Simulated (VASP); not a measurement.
Runs of VASP 6.6.1 on C. The structure is that of space group Fm-3m (No. 225), or close to it. The cells are those of the table. 

```tsv
task	cell	k mesh	gap on the mesh (eV)	pressure (GPa)
relaxation of cell and atoms	relaxed from a = 2.107 Å, angles 60.0°, 1 atom	18 × 18 × 18	none	0.0
single point	a = 2.171 Å, angles 60.0°, 1 atom	19 × 19 × 19	none	18.7
single point	a = 2.295 Å, angles 60.0°, 1 atom	19 × 19 × 19	none	(b)
single point	a = 2.324 Å, angles 60.0°, 1 atom	19 × 19 × 19	none	-8.2
single point	a = 2.266 Å, angles 60.0°, 1 atom	18 × 18 × 18	none	(a)
single point	a = 2.203 Å, angles 60.0°, 1 atom	19 × 19 × 19	none	11.2
```

Alike in all rows: level BLYP; potentials or basis VASP PAW PBE potentials, release 64 (C); no spin polarisation; cutoff (eV) 600; smearing fermi-dirac 0.1 eV.

Problem. Estimate the missing entries.

Solution. (a) -0.1; (b) -4.6.

Caveats: the PAW data sets were made with another functional, which shifts forces and pressure a little.

A gap of «none» marks levels without a gap at the run's occupations.
